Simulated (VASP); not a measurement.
**Al: single point with PBEsol**

The system is Al.

```
Al
1.0
     0.00000    2.08470    2.02398
     2.08470    0.00000    2.02398
     2.08470    2.08470    0.00000
Al
1
Direct
  0.00000 0.00000 0.00000
```

This cell differs from its parent crystal: equal xx and yy strain of +3 %.

* Program: VASP 6.6.1
* Task: single point
* Functional: PBEsol
* Potentials or basis: VASP PAW PBE potentials, release 64 (Al)
* Cutoff: 520 eV
* k mesh: 14 × 14 × 14
* Occupations: fermi-dirac, width 0.05 eV
* Spin: no spin polarisation
* Dipole correction: no
* Further INCAR settings: ALGO = Normal; EDIFF = 1e-07; NBANDS = 8

```
Pressure : -5.6 GPa
```

Stress tensor (GPa, compression positive):
```
-5.70  0.00  0.00
 0.00 -5.70  0.00
 0.00  0.00 -5.39
```

Levels at points of the mesh, in eV from the Fermi level:
| k point | band 1 | band 2 | band 3 | band 4 | band 5 | band 6 |
| --- | --- | --- | --- | --- | --- | --- |
| (0.00, 0.00, 0.00) | -10.68 | 12.17 | 12.17 | 12.47 | 13.23 | 13.31 |
| (0.50, 0.00, 0.00) | -4.33 | -4.28 | 10.41 | 10.84 | 11.03 | 11.43 |
| (0.50, 0.50, 0.00) | -2.48 | -1.19 | 4.97 | 4.97 | 5.03 | 8.13 |
| (0.50, 0.00, 0.50) | -2.89 | -1.79 | 5.37 | 5.39 | 5.59 | 8.67 |

Wall time 12 s on 1 thread of Intel(R) Xeon(R) Platinum 8559C (Emerald Rapids), with other jobs on the host, peak memory 0.15 GiB.

Caveat: the cell differs from its parent crystal (equal xx and yy strain of +3 %); the PAW data sets were made with another functional, which shifts forces and pressure a little.
